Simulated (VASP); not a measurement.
Set up this calculation in VASP 6.6.1, as the native input.

- Task: single point
- Functional: PBEsol
- Potentials or basis: VASP PAW PBE potentials, release 64 (Mn_pv, O)
- Cutoff: 600 eV
- k mesh: 15 × 15 × 8
- Occupations: gaussian, width 0.1 eV
- Spin: collinear spin, ferromagnetic start
- Starting moments: [3.97, 3.97, 0.21, 0.21] μB
- Dipole correction: no
- Further INCAR settings: ALGO = Normal; EDIFF = 1e-06; NBANDS = 31

The structure of MnO lies in POSCAR:

```
MnO
1.0
    3.2970267511      0.0000000000      0.0000000000
   -1.6485133755      2.8553089234      0.0000000000
    0.0000000000      0.0000000000      5.6092426729
Mn O
2 2
Direct
    0.3333333333      0.6666666667     -0.0288250894
    0.6666666667      0.3333333333      0.4711749106
    0.3333333333      0.6666666667      0.4109250894
    0.6666666667      0.3333333333      0.9109250894
```

This cell differs from its parent crystal: Zn replaced by Mn, lengths x 1.054, strained.

The input as run:

INCAR

```
  ALGO = Normal
  EDIFF = 1E-6
  ENCUT = 600
  GGA = PS
  GGA_COMPAT = F
  ISIF = 2
  ISMEAR = 0
  ISPIN = 2
  LASPH = T
  LCHARG = F
  LMAXMIX = 4
  LORBIT = 11
  LREAL = F
  LWAVE = F
  MAGMOM = 3.97 3.97 0.21 0.21
  NBANDS = 31
  NELM = 200
  PREC = Accurate
  SIGMA = 0.1
```

KPOINTS

```
k-points
0
Gamma
  15 15 8
```

Potentials or basis: VASP PAW PBE potentials, release 64 (Mn_pv, O).

The run is started by

```console
$ cat potpaw_PBE.64/Mn_pv/POTCAR potpaw_PBE.64/O/POTCAR > POTCAR
$ mpirun -np 1 vasp_std > vasp.out
```

It gave:

```yaml
Pressure: 4.5 GPa
Largest_force: 0.349 eV/Å
Net_moment: 9.37 μB per cell
Site_moments: Mn +4.17; O +0.17 μB
Valence_electrons_inside_the_program's_atomic_spheres: Mn 11.52; O 5.00
```

Caveat: the cell differs from its parent crystal (Zn replaced by Mn, lengths x 1.054, strained); the cell stands under pressure; the PAW data sets were made with another functional, which shifts forces and pressure a little; only a ferromagnetic start was run, and an antiferromagnetic order may lie lower in energy.

It took 18 min on 1 thread of Intel Xeon 8259CL, with other jobs on the host, peak memory 0.49 GiB.
